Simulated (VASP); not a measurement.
A run of VASP 6.6.1 is set up as follows.

The input INCAR:

```
PREC = Accurate ; ENCUT = 520
EDIFF = 1E-6 ; ISMEAR = 0
SIGMA = 0.1 ; LREAL = False
LASPH = True ; NELM = 80
ALGO = Normal ; ISIF = 2
LWAVE = False ; LCHARG = True
GGA = PE ; LELF = True
LVHAR = True ; NBANDS = 36
```

File KPOINTS:

```
Automatic mesh
0
Gamma
  6 6 4
```

POSCAR

```
LiTa4O
1.0
    5.1110285900      0.0000000000      0.0000000000
   -2.5555142900      4.4262805900      0.0000000000
    0.0000000000      0.0000000000      3.8595326800
Li Ta O
1 4 1
Direct
    0.0000000000      0.0000000000      0.0000000000
    0.6666666700      0.3333333300      0.0000000000
    0.5045495000      0.0090990000      0.5000000000
    0.9909010000      0.4954505000      0.5000000000
    0.5045495000      0.4954505000      0.5000000000
    0.3333333300      0.6666666700      0.0000000000
```

Potentials or basis: VASP PAW PBE potentials, release 64 (Li_sv, Ta_pv, O).

Command:

```bash
$ cat potpaw_PBE.64/Li_sv/POTCAR potpaw_PBE.64/Ta_pv/POTCAR potpaw_PBE.64/O/POTCAR > POTCAR
$ mpirun -np 1 vasp_std > vasp.out
```

(1) Predict the largest force.

(2) Predict the band gap on the k mesh.

## Answers

(1) 4.599 eV/Å.

(2) zero (an odd number of electrons rules out a gap without spin polarisation).

Caveat: the k points lie up to 0.41 Å⁻¹ apart, too coarse for converged energies and pressures of a metal; spin-orbit coupling is left out, which moves the levels of the heavy elements; an odd number of electrons without spin polarisation forces a metal; a magnetic or distorted state may lie lower.
